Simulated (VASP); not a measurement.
Nb3W, 4 atoms in the cell. It takes space group Pm-3m (No. 221, cubic). The conventional cell has a = 3.961 Å, b = 3.961 Å, c = 3.961 Å, α = 90.00°, β = 90.00°, γ = 90.00°. Nb (site symmetry 4/mmm) has 8 Nb at 2.80 Å and 4 W at 2.80 Å within 3.7 Å. Within 3.7 Å of W (site symmetry m-3m) lie 12 Nb at 2.80 Å. 

| Quantity | Value |
| --- | --- |
| Program | VASP 6.6.1 |
| Task | relaxation of cell and atoms |
| Functional | PBE |
| Potentials or basis | VASP PAW PBE potentials, release 64 (Nb_sv, W_sv) |
| Cutoff | 600 eV |
| k mesh | 4 × 4 × 4 |
| Occupations | gaussian, width 0.1 eV |
| Spin | no spin polarisation |
| Dipole correction | no |
| Further INCAR settings | ALGO = Normal; EDIFF = 1e-07; IBRION = 2; EDIFFG = -0.04; NSW = 90; ISIF = 3 |

Potentials or basis: VASP PAW PBE potentials, release 64 (Nb_sv, W_sv).

Launch:

```bash
$ cat potpaw_PBE.64/Nb_sv/POTCAR potpaw_PBE.64/W_sv/POTCAR > POTCAR
$ mpirun -np 1 vasp_std > vasp.out
```

Hardware: 1 thread of Intel Xeon 8259CL, on a shared host.

**Question.** Estimate the wall time of this run.

**Answer.** Run time: 4.8 min on 1 thread of Intel Xeon 8259CL, with other jobs on the host, peak memory 0.2 GiB. Counts: scf iterations 118, k points 10, ion steps 5.
